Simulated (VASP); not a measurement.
# Rh in VASP: notebook

Runs on Rh. Level: PBEsol. Tasks: single point.

All numbers are computed with VASP 6.6.1; they aren't measurements. Logs are shortened: lines on timing, memory, paths and dates and some standing lists are left out, and cuts for length are marked.

## (1) The cell of the first run

Symmetry: Fm-3m, No. 225, cubic system. The conventional cell has a = 3.873 Å, b = 3.873 Å, c = 3.873 Å, α = 90.00°, β = 90.00°, γ = 90.00°. Rh (site symmetry m-3m) has 12 Rh at 2.74 Å within 3.6 Å.

## (2) Single point, PBEsol (strained)

Contents of INCAR:

```
SYSTEM = Rh
ALGO = Fast
EDIFF = 1E-6
ENCUT = 520
GGA = PS
ISIF = 2
ISMEAR = 0
LASPH = .TRUE.
LCHARG = .FALSE.
LREAL = .FALSE.
LWAVE = .FALSE.
NBANDS = 14
NELM = 80
PREC = Accurate
SIGMA = 0.1
```

Contents of KPOINTS:

```
k-points
0
G
  18 18 18
  0 0 0
```

Contents of POSCAR:

```
Rh
1.0
    0.0000000000      1.9364814735      1.9364814735
    1.9364814735      0.0000000000      1.9364814735
    1.9364814735      1.9364814735      0.0000000000
Rh
1
Direct
    0.0000000000      0.0000000000      0.0000000000
```

Potentials or basis: VASP PAW PBE potentials, release 64 (Rh_pv).

Started as:

```
$ cat potpaw_PBE.64/Rh_pv/POTCAR > POTCAR
$ mpirun -np 1 vasp_std > vasp.out
```

OUTCAR:

```text
SYSTEM = Rh
   EDIFF = 1E-6
   ENCUT = 520
   GGA = PS
   ISIF = 2
   ISMEAR = 0
   LASPH = .TRUE.
   LREAL = .FALSE.
   NELM = 80
   PREC = Accurate

 ion  position               nearest neighbor table
   1  0.000  0.000  0.000-

  LATTYP: Found a face centered cubic cell.
 ALAT       =     3.8729629470

  Lattice vectors:

 A1 = (   0.0000000000,   1.9364814735,   1.9364814735)
 A2 = (   1.9364814735,   0.0000000000,   1.9364814735)
 A3 = (   1.9364814735,   1.9364814735,   0.0000000000)

Analysis of symmetry for initial positions (statically):
=====================================================================
 Subroutine PRICEL returns:
 Original cell was already a primitive cell.

 Routine SETGRP: Setting up the symmetry group for a
 face centered cubic supercell.

 Subroutine GETGRP returns: Found 48 space group operations
 (whereof 48 operations were pure point group operations)
 out of a pool of 48 trial point group operations.

The static configuration has the point symmetry O_h .

Analysis of symmetry for dynamics (positions and initial velocities):
=====================================================================
 Subroutine PRICEL returns:
 Original cell was already a primitive cell.

 Routine SETGRP: Setting up the symmetry group for a
 face centered cubic supercell.

 Subroutine GETGRP returns: Found 48 space group operations
 (whereof 48 operations were pure point group operations)
 out of a pool of 48 trial point group operations.

The dynamic configuration has the point symmetry O_h .

 Subroutine INISYM returns: Found 48 space group operations
 (whereof 48 operations are pure point group operations),
 and found     1 'primitive' translations

----------------------------------------------------------------------------------------

                                     Primitive cell

  volume of cell :      14.5235

  direct lattice vectors                    reciprocal lattice vectors
     0.000000000  1.936481473  1.936481473    -0.258200250  0.258200250  0.258200250
     1.936481473  0.000000000  1.936481473     0.258200250 -0.258200250  0.258200250
     1.936481473  1.936481473  0.000000000     0.258200250  0.258200250 -0.258200250

  length of vectors
     2.738598363  2.738598363  2.738598363     0.447215951  0.447215951  0.447215951

  position of ions in fractional coordinates (direct lattice)
     0.000000000  0.000000000  0.000000000

  ion indices of the primitive-cell ions
   primitive index   ion index
                 1           1

----------------------------------------------------------------------------------------

 KPOINTS: k-points

Automatic generation of k-mesh.
 Grid dimensions read from file:
 generate k-points for:   18   18   18

 Generating k-lattice:

  Cartesian coordinates                     Fractional coordinates (reciprocal lattice)
    -0.014344458  0.014344458  0.014344458     0.055555556  0.000000000  0.000000000
     0.014344458 -0.014344458  0.014344458     0.000000000  0.055555556  0.000000000
     0.014344458  0.014344458 -0.014344458     0.000000000  0.000000000  0.055555556

  Length of vectors
     0.024845331  0.024845331  0.024845331

  Shift w.r.t. Gamma in fractional coordinates (k-lattice)
     0.000000000  0.000000000  0.000000000

 Subroutine IBZKPT returns following result:
 ===========================================

 Found    195 irreducible k-points:

 Following reciprocal coordinates:
            Coordinates               Weight
  0.000000  0.000000  0.000000      1.000000
  0.055556  0.000000  0.000000      8.000000
  0.111111  0.000000  0.000000      8.000000
  0.166667  0.000000  0.000000      8.000000
  0.222222  0.000000  0.000000      8.000000
  0.277778  0.000000  0.000000      8.000000
[... 16 lines left out ...]
 -0.277778  0.055556  0.000000     24.000000
 -0.222222  0.055556  0.000000     24.000000
 [... further k-points ...]
   k-points           NKPTS =    195   k-points in BZ     NKDIM =    195   number of bands    NBANDS=     14
   number of dos      NEDOS =    301   number of ions     NIONS =      1
   total plane-waves  NPLWV =   8000
   dimension x,y,z NGX =    20 NGY =   20 NGZ =   20
   dimension x,y,z NGXF=    40 NGYF=   40 NGZF=   40
   ions per type =               1
   NGX,Y,Z   is equivalent  to a cutoff of  12.14, 12.14, 12.14 a.u.
   NGXF,Y,Z  is equivalent  to a cutoff of  24.28, 24.28, 24.28 a.u.
 SYSTEM =  Rh
   PREC   = accura    normal or accurate (medium, high low for compatibility)
   ISTART =      0    job   : 0-new  1-cont  2-samecut
   ICHARG =      2    charge: 1-file 2-atom 10-const
   ISPIN  =      1    spin polarized calculation?
   LNONCOLLINEAR =      F non collinear calculations
   LSORBIT =      F    spin-orbit coupling
   LASPH  =      T    aspherical Exc in radial PAW
   ENCUT  =  520.0 eV  38.22 Ry    6.18 a.u.   5.09  5.09  5.09*2*pi/ulx,y,z
   NELM   =     80;   NELMIN=  2; NELMDL= -5     # of ELM steps
   EDIFF  = 0.1E-05   stopping-criterion for ELM
   LREAL  =      F    real-space projection
   EDIFFG = 0.1E-04   stopping-criterion for IOM
   NSW    =      0    number of steps for IOM
   IBRION =     -1    ionic relax: 0-MD 1-quasi-New 2-CG
   NFREE  =      0    steps in history (QN), initial steepest desc. (CG)
   ISIF   =      2    stress and relaxation
   ISYM   =      2    0-nonsym 1-usesym 2-fastsym
   POTIM  = 0.5000    time-step for ionic-motion
   TEBEG  =    0.0;   TEEND  =   0.0 temperature during run
   PSTRESS=    0.0 pullay stress
   NELECT =      15.0000    total number of electrons
   NUPDOWN=      -1.0000    fix difference up-down
   EMIN   =  10.00;   EMAX   =-10.00  energy-range for DOS
   EFERMI =   0.00;   METHOD = LEGACY
   ISMEAR =     0;   SIGMA  =   0.10  broadening in eV -4-tet -1-fermi 0-gaus
   EFERMI_NEDOS =   21; number of points for ismear=-14 and -15
   IALGO  =     68    algorithm
   IMIX   =      4    mixing-type and parameters
     AMIX     =   0.40;   BMIX     =  1.00
     AMIX_MAG =   1.60;   BMIX_MAG =  1.00
  volume/ion in A,a.u.               =      14.52        98.01
  Fermi-wavevector in a.u.,A,eV,Ry     =   1.654812  3.127141 37.258216  2.738402
  Thomas-Fermi vector in A             =   2.743015
   LORBIT       =      0    0 simple, 1 ext, 2 COOP (PROOUT), +10 PAW based schemes
   GGA     = PS    functional components
   LHFCALC =     F    Hartree Fock is set to
   AEXX    =    0.0000 exact exchange contribution
   IVDW    =     0    specifies the selected vdW correction
   LEPSILON=     F    determine dielectric tensor
   LRPA    =     F    only Hartree local field effects (RPA)
 non-spin polarized calculation
 RMM-DIIS sequential band-by-band and
 Gauss-broadening in eV      SIGMA  =   0.10
  energy-cutoff  :      520.00
  volume of cell :       14.52
 maximum number of plane-waves:       399
   NGX = 11   NGY = 11   NGZ = 11

 number of electron      14.9999993 magnetization

 Free energy of the ion-electron system (eV)
  ---------------------------------------------------
  ext. energy  EPLUGINS =         0.00000000
  ---------------------------------------------------
  free energy    TOTEN  =        -8.08015542 eV

  energy without entropy =       -8.07267980  energy(sigma->0) =       -8.07641761

 E-fermi :  10.7775     XC(G=0): -13.8686

 val. band max:       10.7736700002   @ k =   0.5000   0.2222   0.1111
 cond. band min:      10.7816676369   @ k =  -0.4444   0.3333   0.1667
 fundamental gap:      0.0079976367
 Fermi energy:        10.7775126752

 k-point     1 :       0.0000    0.0000    0.0000
  band No.  band energies     occupation
      1     -35.4730      2.00000
      2     -35.4730      2.00000
      3     -35.4730      2.00000
      4       3.1240      2.00000
      5       7.9279      2.00000
      6       7.9279      2.00000
      7       7.9279      2.00000
      8       9.8643      2.00000
      9       9.8643      2.00000
     10      26.7354      0.00000
     11      31.2872      0.00000
     12      31.8758      0.00000
     13      31.8758      0.00000
     14      31.8758      0.00000

 k-point     2 :       0.0556    0.0000    0.0000
  band No.  band energies     occupation
      1     -35.4919      2.00000
      2     -35.4756      2.00000
      3     -35.4756      2.00000
      4       3.2425      2.00000
      5       7.8770      2.00000
      6       7.9732      2.00000
      7       7.9732      2.00000
      8       9.8395      2.00000
      9       9.8395      2.00000
     10      26.8982      0.00000
     11      31.1670      0.00000
     12      31.3002      0.00000
     13      32.0410      0.00000
     14      32.0410      0.00000

 k-point     3 :       0.1111    0.0000    0.0000
  band No.  band energies     occupation
      1     -35.5461      2.00000
      2     -35.4830      2.00000
      3     -35.4830      2.00000
      4       3.5838      2.00000
      5       7.7491      2.00000
      6       8.0919      2.00000
      7       8.0919      2.00000
      8       9.7864      2.00000
      9       9.7864      2.00000
     10      27.3240      0.00000
     11      29.7332      0.00000
     12      31.2903      0.00000
     13      32.5183      0.00000
     14      32.5183      0.00000
[... 324 lines left out ...]
 k-point    23 :      -0.2778    0.0556    0.0000
  band No.  band energies     occupation
      1     -35.8674      2.00000
      2     -35.5485      2.00000
      3     -35.5220      2.00000
      4       5.2117      2.00000
      5       8.0291      2.00000
      6       8.2401      2.00000
      7       8.2515      2.00000
      8      10.0312      2.00000
      9      10.7248      1.54423
     10      23.9390      0.00000
     11      27.7884      0.00000
     12      31.2877      0.00000
     13      32.6016      0.00000
     14      35.3190      0.00000

 k-point    24 :      -0.2222    0.0556    0.0000
  band No.  band energies     occupation
      1     -35.7658      2.00000
      2     -35.5333      2.00000
      3     -35.5069      2.00000
      4       4.9126      2.00000
      5       7.5904      2.00000
      6       8.2942      2.00000
      7       8.3448      2.00000
      8       9.6910      2.00000
      9      10.3133      2.00000
     10      25.7614      0.00000
     11      28.2170      0.00000
     12      31.2885      0.00000
     13      32.9522      0.00000
     14      34.8605      0.00000

 [... further k-points ...]

------------------------ aborting loop because EDIFF is reached ----------------------------------------

  FORCE on cell =-STRESS in cart. coord.  units (eV):
  Direction    XX          YY          ZZ          XY          YZ          ZX
  --------------------------------------------------------------------------------------
  -------------------------------------------------------------------------------------
  Total       -1.6269631     -1.6269631     -1.6269631      0.0000000      0.0000000      0.0000000
  in kB     -179.4809046   -179.4809046   -179.4809046      0.0000000      0.0000000      0.0000000
  external PRESSURE =    -179.4809046 kB  Pullay stress =       0.0000000 kB

 VOLUME and BASIS-vectors are now :
 -----------------------------------------------------------------------------
  energy-cutoff  :      520.00
  volume of cell :       14.52
      direct lattice vectors                 reciprocal lattice vectors
     0.000000000  1.936481473  1.936481473    -0.258200250  0.258200250  0.258200250
     1.936481473  0.000000000  1.936481473     0.258200250 -0.258200250  0.258200250
     1.936481473  1.936481473  0.000000000     0.258200250  0.258200250 -0.258200250

 POSITION                                       TOTAL-FORCE (eV/Angst)
 -----------------------------------------------------------------------------------
      0.00000      0.00000      0.00000        -0.000000      0.000000      0.000000
 -----------------------------------------------------------------------------------
    total drift:                                0.000000     -0.000000     -0.000000

  FREE ENERGIE OF THE ION-ELECTRON SYSTEM (eV)
  ---------------------------------------------------
  free  energy   TOTEN  =        -8.0801554212 eV

  energy  without entropy=       -8.0726798008  energy(sigma->0) =       -8.07641761
```

Wall time 17 s (1 thread of Intel Xeon Platinum 8488C (Sapphire Rapids), shared host); peak memory 0.15 GiB.

What came out:

* Free energy: -8.0802 eV
* Pressure: -17.9 GPa

Caveat: the cell differs from its parent crystal (strained); the PAW data sets were made with another functional, which shifts forces and pressure a little.

## (3) Single point, PBEsol (strained)

Contents of INCAR:

```
PREC     = Accurate       # precision mode
ENCUT    = 520            # plane-wave cutoff, eV
EDIFF    = 1E-6           # SCF threshold, eV
ISMEAR   = 0              # smearing method
SIGMA    = 0.1            # smearing width, eV
LREAL    = F              # projectors in reciprocal space
LASPH    = T              # aspherical terms in the spheres
NELM     = 60             # most SCF steps
ALGO     = Fast           # electronic algorithm
ISIF     = 2              # what is computed and relaxed
LWAVE    = F              # write WAVECAR
LCHARG   = T              # write CHGCAR
GGA      = PS             # functional
LELF     = T              # ELF
LVHAR    = T            
NBANDS   = 14             # bands
```

Contents of KPOINTS:

```
regular mesh
0
Gamma
  18 18 18
```

Contents of POSCAR:

```
Rh
1.0
    0.0000000000      1.9442397975      1.9442397975
    1.9442397975      0.0000000000      1.9442397975
    1.9442397975      1.9442397975      0.0000000000
Rh
1
Direct
    0.0000000000      0.0000000000      0.0000000000
```

Potentials or basis: VASP PAW PBE potentials, release 64 (Rh_pv).

Started as:

```
$ cat potpaw_PBE.64/Rh_pv/POTCAR > POTCAR
$ mpirun -np 1 vasp_std > vasp.out
```

Run time: 18 s. Hardware: 1 thread of Intel Xeon Platinum 8488C (Sapphire Rapids), shared host; peak memory 0.15 GiB.

The run converged. Its results:

```
Free energy : -8.0594 eV
Pressure    : -20.2 GPa
```

Levels at points of the mesh, in eV from the Fermi level:
```csv
k point,band 5,band 6,band 7,band 8,band 9,band 10
"(0.00, 0.00, 0.00)",-2.80,-2.80,-2.80,-0.90,-0.90,15.96
"(0.50, 0.00, 0.00)",-2.85,-2.85,0.50,0.50,0.73,7.92
"(0.50, 0.50, 0.00)",-5.40,0.48,0.87,0.87,3.11,11.40
```

Caveat: the cell differs from its parent crystal (strained); the PAW data sets were made with another functional, which shifts forces and pressure a little.

## (4) Single point, PBEsol (strained)

Contents of INCAR:

```
SYSTEM = Rh
PREC = Accurate
ENCUT = 520
EDIFF = 1E-7
ISMEAR = 0
SIGMA = 0.1
LREAL = .FALSE.
LASPH = .TRUE.
NELM = 100
ALGO = Normal
ISIF = 2
LWAVE = .FALSE.
LCHARG = .FALSE.
GGA = PS
NBANDS = 14
```

Contents of KPOINTS:

```
Automatic mesh
0
G
  16 16 16
  0 0 0
```

Contents of POSCAR:

```
Rh
1.0
    0.0000000000      1.8911865525      2.0210624175
    1.9227712980      0.0000000000      2.0210624175
    1.9227712980      1.8911865525      0.0000000000
Rh
1
Direct
    0.0000000000      0.0000000000      0.0000000000
```

Started as:

```
$ cat potpaw_PBE.64/Rh_pv/POTCAR > POTCAR
$ mpirun -np 1 vasp_std > vasp.out
```

It took 47 s on 1 thread of Intel Xeon Platinum 8488C (Sapphire Rapids), shared host; peak memory 0.23 GiB.

It converged, with:

* Free energy: -8.0374 eV
* Pressure: -19.7 GPa

Stress tensor (GPa, compression positive):
```
-17.31   0.00   0.00
  0.00 -14.21   0.00
  0.00   0.00 -27.45
```

Levels at points of the mesh, in eV from the Fermi level:
```tsv
k point	band 5	band 6	band 7	band 8	band 9	band 10
(0.00, 0.00, 0.00)	-3.16	-2.63	-2.48	-1.26	-0.53	16.03
(0.50, 0.00, 0.00)	-3.13	-2.52	0.39	0.66	0.76	7.97
(0.50, 0.50, 0.00)	-5.37	0.55	0.80	0.91	2.37	10.39
(0.50, 0.00, 0.50)	-5.39	0.47	0.68	1.14	3.70	12.17
(0.00, 0.50, 0.50)	-5.36	0.46	0.60	1.18	3.35	11.72
```

Caveat: the cell differs from its parent crystal (strained); the PAW data sets were made with another functional, which shifts forces and pressure a little.

## (5) Summary

```tsv
cell	k mesh	gap on the mesh (eV)	pressure (GPa)
a = 2.739 Å, angles 60.0°, 1 atom	18 × 18 × 18	none	-17.9
a = 2.750 Å, angles 60.0°, 1 atom	18 × 18 × 18	none	-20.2
a = 2.768, b = 2.790, c = 2.697 Å, angles 60.6, 61.4, 58.1°, 1 atom	16 × 16 × 16	none	-19.7
```

Alike in all rows: task single point; level PBEsol; potentials or basis VASP PAW PBE potentials, release 64 (Rh_pv); no spin polarisation; cutoff (eV) 520; smearing gaussian 0.1 eV.

Caveats: the PAW data sets were made with another functional, which shifts forces and pressure a little.

Total energies depend on the potentials used, so only differences within one code and one set of settings carry meaning.
